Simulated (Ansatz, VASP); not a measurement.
**CuO: VASP beside Ansatz**

```
Cu O
1.0
     1.99097   -2.15355    0.00000
     1.99097    2.15355    0.00000
     0.00000    0.00000    5.15593
Cu O
2 2
Direct
  0.50000 0.00000 0.00000
  0.00000 0.50000 0.50000
  0.50000 0.50000 0.25000
  0.50000 0.50000 0.75000
```

Alike in both runs: functional LDA; k mesh 9 × 9 × 5; occupations fermi-dirac, width 0.05 eV; no spin polarisation.

|  | VASP | Ansatz |
| --- | --- | --- |
| version | VASP 6.6.1 | Ansatz 0.2.0 |
| potentials or method | VASP PAW LDA potentials, release 64 (Cu, O), cutoff 520 eV | all-electron LAPW, scalar-relativistic |
| task | single point | band structure |

|  | VASP | Ansatz | Ansatz less VASP |
| --- | --- | --- | --- |
| gap on the k mesh at the Fermi level (eV) | none | none | - |
| pressure (GPa) | -11.4 | -12.0 | -0.63 |
| traceless stress, the component that is largest in VASP (GPa) | -2.51 | -2.74 | -0.230 |

LDA's correlation is that of Perdew and Zunger in VASP and of Perdew and Wang (1992) in Ansatz. A gap of «none» marks a metal or a gap that the smearing closes. Ansatz ran all-electron here, and VASP with PAW potentials.
